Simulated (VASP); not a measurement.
A run of VASP 6.6.1 is set up as follows.

INCAR

```
  ALGO = Normal
  EDIFF = 1E-6
  ENCUT = 520
  GGA = PE
  ISIF = 2
  ISMEAR = 0
  LASPH = True
  LCHARG = False
  LREAL = False
  LWAVE = False
  NBANDS = 11
  NELM = 60
  PREC = Accurate
  SIGMA = 0.01
```

Contents of KPOINTS:

```
k-points
0
Gamma
  6 6 6
```

File POSCAR:

```
MgS
1.0
    0.0000000000      2.6015179369      2.6015179369
    2.6015179369      0.0000000000      2.6015179369
    2.6015179369      2.6015179369      0.0000000000
Mg S
1 1
Direct
    0.0000000000      0.0000000000      0.0000000000
    0.5000000000      0.5000000000      0.5000000000
```

Potentials or basis: VASP PAW PBE potentials, release 64 (Mg, S).

Launch:

```sh
$ cat potpaw_PBE.64/Mg/POTCAR potpaw_PBE.64/S/POTCAR > POTCAR
$ mpirun -np 1 vasp_std > vasp.out
```

Question: What does it give for the pressure?

Answer: 0.9 GPa.

Question: Estimate the band gap on the k mesh.

Answer: 2.77 eV (least direct gap 3.71 eV).

A k mesh can miss the band edges.
